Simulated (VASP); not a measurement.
# SnSe2 (P-3m1) in VASP: further runs

SnSe2 is run at these levels: PBE+D3(BJ); tasks: relaxation of cell and atoms, single point.

Program: VASP 6.6.1. These are calculated values, not measurements. Logs are shortened: lines on timing, memory, paths and dates and some standing lists are left out, and cuts for length are marked.

## 1. The cell of the first run

It takes space group P-3m1 (No. 164, trigonal). The conventional cell has a = 3.839 Å, b = 3.839 Å, c = 6.011 Å, α = 90.00°, β = 90.00°, γ = 120.00°. Sn (site symmetry -3m) has 6 Se at 2.73 Å within 3.6 Å. Se (site symmetry 3m) has 3 Sn at 2.73 Å and 3 Se at 3.59 Å within 3.6 Å.

## 2. Relaxation of cell and atoms, PBE+D3(BJ)

File INCAR:

```
  ALGO = Normal
  EDIFF = 1E-7
  EDIFFG = -0.005
  ENCUT = 600
  GGA = PE
  IBRION = 2
  ISIF = 3
  ISMEAR = 0
  IVDW = 12
  LASPH = True
  LCHARG = False
  LREAL = False
  LWAVE = False
  NELM = 100
  NSW = 100
  PREC = Accurate
  SIGMA = 0.02
```

File KPOINTS:

```
k-points
0
Gamma
  12 12 6
```

File POSCAR:

```
SnSe2
1.0
    3.8388190863      0.0000000000      0.0000000000
   -1.9194095431      3.3245148493      0.0000000000
    0.0000000000      0.0000000000      6.0109858297
Sn Se
1 2
Direct
    0.0000000000      0.0000000000      0.0000000000
    0.3333333333      0.6666666667      0.2651136447
    0.6666666667      0.3333333333      0.7348863553
```

Potentials or basis: VASP PAW PBE potentials, release 64 (Sn_d, Se).

Run with:

```console
$ cat potpaw_PBE.64/Sn_d/POTCAR potpaw_PBE.64/Se/POTCAR > POTCAR
$ mpirun -np 1 vasp_std > vasp.out
```

OUTCAR:

```text
EDIFF = 1E-7
   EDIFFG = -0.005
   ENCUT = 600
   GGA = PE
   IBRION = 2
   ISIF = 3
   ISMEAR = 0
   IVDW = 12
   LASPH = True
   LREAL = False
   NELM = 100
   NSW = 100
   PREC = Accurate
 IVDW          = 12

 ion  position               nearest neighbor table
   1  0.000  0.000  0.000-   2 2.73   3 2.73   3 2.73   2 2.73   3 2.73   2 2.73
   2  0.333  0.667  0.265-   1 2.73   1 2.73   1 2.73
   3  0.667  0.333  0.735-   1 2.73   1 2.73   1 2.73

  LATTYP: Found a hexagonal cell.
 ALAT       =     3.8388190863
 C/A-ratio  =     1.5658424361

  Lattice vectors:

 A1 = (   3.8388190863,   0.0000000000,   0.0000000000)
 A2 = (  -1.9194095431,   3.3245148493,   0.0000000000)
 A3 = (   0.0000000000,   0.0000000000,   6.0109858297)

Analysis of symmetry for initial positions (statically):
=====================================================================
 Subroutine PRICEL returns:
 Original cell was already a primitive cell.

 Routine SETGRP: Setting up the symmetry group for a
 hexagonal supercell.

 Subroutine GETGRP returns: Found 12 space group operations
 (whereof 12 operations were pure point group operations)
 out of a pool of 24 trial point group operations.

The static configuration has the point symmetry D_3d.

Analysis of symmetry for dynamics (positions and initial velocities):
=====================================================================
 Subroutine PRICEL returns:
 Original cell was already a primitive cell.

 Routine SETGRP: Setting up the symmetry group for a
 hexagonal supercell.

 Subroutine GETGRP returns: Found 12 space group operations
 (whereof 12 operations were pure point group operations)
 out of a pool of 24 trial point group operations.

The dynamic configuration has the point symmetry D_3d.

 Subroutine INISYM returns: Found 12 space group operations
 (whereof 12 operations are pure point group operations),
 and found     1 'primitive' translations

----------------------------------------------------------------------------------------

                                     Primitive cell

  volume of cell :      76.7135

  direct lattice vectors                    reciprocal lattice vectors
     3.838819086  0.000000000  0.000000000     0.260496777  0.150397884  0.000000000
    -1.919409543  3.324514849  0.000000000     0.000000000  0.300795769  0.000000000
[... 70 lines left out ...]
   number of dos      NEDOS =    301   number of ions     NIONS =      3
   total plane-waves  NPLWV =  49152
   dimension x,y,z NGX =    32 NGY =   32 NGZ =   48
   dimension x,y,z NGXF=    64 NGYF=   64 NGZF=   96
   ions per type =               1   2
   NGX,Y,Z   is equivalent  to a cutoff of  13.86, 13.86, 13.28 a.u.
   NGXF,Y,Z  is equivalent  to a cutoff of  27.72, 27.72, 26.55 a.u.
 SYSTEM =  unknown system
   PREC   = accura    normal or accurate (medium, high low for compatibility)
   ISTART =      0    job   : 0-new  1-cont  2-samecut
   ICHARG =      2    charge: 1-file 2-atom 10-const
   ISPIN  =      1    spin polarized calculation?
   LNONCOLLINEAR =      F non collinear calculations
   LSORBIT =      F    spin-orbit coupling
   LASPH  =      T    aspherical Exc in radial PAW
   ENCUT  =  600.0 eV  44.10 Ry    6.64 a.u.   7.67  7.67 12.01*2*pi/ulx,y,z
   NELM   =    100;   NELMIN=  2; NELMDL= -5     # of ELM steps
   EDIFF  = 0.1E-06   stopping-criterion for ELM
   LREAL  =      F    real-space projection
   EDIFFG = -.5E-02   stopping-criterion for IOM
   NSW    =    100    number of steps for IOM
   IBRION =      2    ionic relax: 0-MD 1-quasi-New 2-CG
   NFREE  =      1    steps in history (QN), initial steepest desc. (CG)
   ISIF   =      3    stress and relaxation
   ISYM   =      2    0-nonsym 1-usesym 2-fastsym
   POTIM  = 0.5000    time-step for ionic-motion
   TEBEG  =    0.0;   TEEND  =   0.0 temperature during run
   PSTRESS=    0.0 pullay stress
   NELECT =      26.0000    total number of electrons
   NUPDOWN=      -1.0000    fix difference up-down
   EMIN   =  10.00;   EMAX   =-10.00  energy-range for DOS
   EFERMI =   0.00;   METHOD = LEGACY
   ISMEAR =     0;   SIGMA  =   0.02  broadening in eV -4-tet -1-fermi 0-gaus
   EFERMI_NEDOS =   21; number of points for ismear=-14 and -15
   IALGO  =     38    algorithm
   IMIX   =      4    mixing-type and parameters
     AMIX     =   0.40;   BMIX     =  1.00
     AMIX_MAG =   1.60;   BMIX_MAG =  1.00
  volume/ion in A,a.u.               =      25.57       172.56
  Fermi-wavevector in a.u.,A,eV,Ry     =   1.141411  2.156954 17.725931  1.302819
  Thomas-Fermi vector in A             =   2.278111
   LORBIT       =      0    0 simple, 1 ext, 2 COOP (PROOUT), +10 PAW based schemes
   GGA     = PE    functional components
   LHFCALC =     F    Hartree Fock is set to
   AEXX    =    0.0000 exact exchange contribution
   IVDW    =    12    specifies the selected vdW correction
   LEPSILON=     F    determine dielectric tensor
   LRPA    =     F    only Hartree local field effects (RPA)
 conjugate gradient relaxation of ions
 non-spin polarized calculation
 Gauss-broadening in eV      SIGMA  =   0.02
  energy-cutoff  :      600.00
  volume of cell :       76.71
 maximum number of plane-waves:      2599
 NGX is ok and might be reduce to    32
   NGX = 15   NGY = 15   NGZ = 25

--------------------------------------- Ionic step        1  -------------------------------------------

 number of electron      26.0000005 magnetization

 Free energy of the ion-electron system (eV)
  ---------------------------------------------------
  ext. energy  EPLUGINS =         0.00000000
  ---------------------------------------------------
  free energy    TOTEN  =       -11.80638514 eV

  energy without entropy =      -11.80638514  energy(sigma->0) =      -11.80638514

------------------------ aborting loop because EDIFF is reached ----------------------------------------

 Edisp (eV)   -1.09202

 E8    (eV) :    -0.4780
[... 73 lines left out ...]
--------------------------------------- Ionic step        3  -------------------------------------------

 number of electron      26.0000005 magnetization

 Free energy of the ion-electron system (eV)
  ---------------------------------------------------
  ext. energy  EPLUGINS =         0.00000000
  ---------------------------------------------------
  free energy    TOTEN  =       -11.80794360 eV

  energy without entropy =      -11.80794360  energy(sigma->0) =      -11.80794360

 E-fermi :   4.5924     XC(G=0):  -9.5580

 val. band max:        4.4330349603   @ k =   0.0833   0.0833   0.0000
 cond. band min:       4.7764727961   @ k =   0.0000   0.4167   0.3333
 fundamental gap:      0.3434378358
 Fermi energy:         4.5923549224

 k-point     1 :       0.0000    0.0000    0.0000
  band No.  band energies     occupation
      1     -16.9854      2.00000
      2     -16.9854      2.00000
      3     -16.9513      2.00000
      4     -16.9402      2.00000
      5     -16.9402      2.00000
      6      -9.5180      2.00000
[... 457 lines left out ...]
      4     -16.9428      2.00000
      5     -16.9391      2.00000
      6      -9.2026      2.00000
[... 9 lines left out ...]
     16       9.1364      0.00000
     17       9.4336      0.00000

 [... further k-points ...]

------------------------ aborting loop because EDIFF is reached ----------------------------------------

 Edisp (eV)   -1.09050

 E8    (eV) :    -0.4773
[... 26 lines left out ...]
  FREE ENERGIE OF THE ION-ELECTRON SYSTEM (eV)
  ---------------------------------------------------
  free  energy   TOTEN  =       -12.8984427675 eV

  energy  without entropy=      -12.8984427675  energy(sigma->0) =      -12.89844277

 reached required accuracy - stopping structural energy minimisation
```

CONTCAR:

```text
SnSe2
   1.00000000000000
     3.8405327385321080    0.0000000000000258   -0.0000000000000000
    -1.9202663692160091    3.3259989156662866    0.0000000000000000
    -0.0000000000000000   -0.0000000000000000    6.0137356495951195
  Sn              Se
     1     2
Direct
     0.0000000000000000    0.0000000000000000    1.0000000000000000
     0.3333333332999970    0.6666666667000030    0.2651917964695657
     0.6666666667000030    0.3333333332999970    0.7348082035304343

  0.00000000E+00  0.00000000E+00  0.00000000E+00
  0.00000000E+00  0.00000000E+00  0.00000000E+00
  0.00000000E+00  0.00000000E+00  0.00000000E+00
```

Wall time 2.7 min (1 thread of Intel Xeon Platinum 8559C (Emerald Rapids), shared host); peak memory 0.35 GiB.

Results:

* Free energy: -12.8984 eV
* Relaxed volume: 25.61 Å³/atom
* Relaxed cell: a = 3.841 Å, b = 3.841 Å, c = 6.014 Å, α = 90.00°, β = 90.00°, γ = 120.00°
* Space group after relaxing (to 0.05 Å): P-3m1 (No. 164)
* Energy gained by relaxing: 0.0 meV/atom
* Ionic steps: 3
* Pressure after relaxing: 0.0 GPa
* Band gap on the k mesh: 0.34 eV, indirect (least direct gap 0.82 eV)
* Dispersion energy per atom: -0.363 eV

Forces in eV/Å, atoms in the order of the input:
```
Sn   0.000  0.000  0.000
Se   0.000  0.000  0.003
Se   0.000  0.000 -0.003
```

Final structure:
```cif
data_structure
_symmetry_space_group_name_H-M 'P 1'
_symmetry_Int_Tables_number 1
_cell_length_a 3.8405
_cell_length_b 3.8405
_cell_length_c 6.0137
_cell_angle_alpha 90.000
_cell_angle_beta 90.000
_cell_angle_gamma 120.000
_cell_volume 76.82
loop_
_atom_site_label
_atom_site_type_symbol
_atom_site_fract_x
_atom_site_fract_y
_atom_site_fract_z
_atom_site_occupancy
Sn1 Sn 0.00000 0.00000 0.00000 1
Se1 Se 0.33333 0.66667 0.26519 1
Se2 Se 0.66667 0.33333 0.73481 1
```

Caveat: spin-orbit coupling is left out, which moves the levels of the heavy elements.

[end of part 1 of 2]
